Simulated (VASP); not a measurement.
Write the native input for VASP 6.6.1 that does the following.

* Task: single point
* Functional: PBE
* Potentials or basis: VASP PAW PBE potentials, release 64 (Ga_d, N)
* Cutoff: 520 eV
* k mesh: 10 × 10 × 10
* Occupations: gaussian, width 0.05 eV
* Spin: no spin polarisation
* Dipole correction: no
* Further INCAR settings: ALGO = Normal; EDIFF = 1e-07; NBANDS = 16

The structure of GaN lies in POSCAR:

```
GaN
1.0
    0.0000000000      2.2535006075      2.2535006075
    2.2535006075      0.0000000000      2.2535006075
    2.2535006075      2.2535006075      0.0000000000
Ga N
1 1
Direct
    0.0192151136      0.0192151136      0.0192151136
    0.7500000000      0.7500000000      0.7500000000
```

This cell differs from its parent crystal: all Ga atoms moved -0.150 Å, as atom 1 towards its neighbour atom 2 (N) at 1.952 Å.

One way to write it, as run:

INCAR

```
SYSTEM = GaN
PREC = Accurate
ENCUT = 520
EDIFF = 1E-7
ISMEAR = 0
SIGMA = 0.05
LREAL = .False.
LASPH = .True.
NELM = 80
ALGO = Normal
ISIF = 2
LWAVE = .False.
LCHARG = .False.
GGA = PE
NBANDS = 16
```

KPOINTS

```
regular mesh
0
Gamma
  10 10 10
  0 0 0
```

Potentials or basis: VASP PAW PBE potentials, release 64 (Ga_d, N).

Launch:

```bash
$ cat potpaw_PBE.64/Ga_d/POTCAR potpaw_PBE.64/N/POTCAR > POTCAR
$ mpirun -np 1 vasp_std > vasp.out
```

It gave:

- Pressure: 6.7 GPa
- Largest force: 1.238 eV/Å
- Band gap on the k mesh: 1.48 eV, direct

Caveat: the cell differs from its parent crystal (all Ga atoms moved -0.150 Å, as atom 1 towards its neighbour atom 2 (N) at 1.952 Å); forces of over 1 eV/Å act on the atoms, so gaps and moduli don't describe the material at rest.

It took 18 s on 1 thread of Intel Xeon 6975P-C, with other jobs on the host, peak memory 0.17 GiB.
